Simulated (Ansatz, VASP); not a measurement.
Two plane-wave programs on Nb3Si2O

```
Nb Si O
1.0
     2.88467    0.00000    0.00000
    -1.44233    2.49819    0.00000
     0.00000    0.00000   23.79808
Nb Si O
6 4 2
Direct
  0.66667 0.33333 0.68417
  0.66667 0.33333 0.81583
  0.00000 0.00000 0.50000
  0.33333 0.66667 0.31583
  0.33333 0.66667 0.18417
  0.00000 0.00000 0.00000
  0.33333 0.66667 0.59221
  0.66667 0.33333 0.40779
  0.33333 0.66667 0.90779
  0.66667 0.33333 0.09221
  0.00000 0.00000 0.75000
  0.00000 0.00000 0.25000
```

Alike in both runs: functional PBE; k mesh 6 × 6 × 1; occupations gaussian, width 0.2 eV; no spin polarisation.

Ansatz relaxed the structure, and its values are those at the end. VASP's run is a single point on that final structure, the one shown.

```csv
,VASP,Ansatz
version,VASP 6.6.1,Ansatz 0.2.0
potentials or method,"VASP PAW PBE potentials, release 64 (Nb_sv, Si, O), cutoff 520 eV","scalar-relativistic, plane waves, PAW"
valence electrons in the cell,106,106
```

```csv
,VASP,Ansatz,Ansatz less VASP
gap on the k mesh at the Fermi level (eV),none,none,-
pressure (GPa),-0.2,0.1,+0.27
rms of the force components (eV/Å),0.007,0.005,-0.0014
```

A gap of «none» marks a metal or a gap that the smearing closes. The functional is the same, so the differences come from potentials, cutoffs and numerics.

The k mesh is coarse, so the values compare programs but aren't converged.
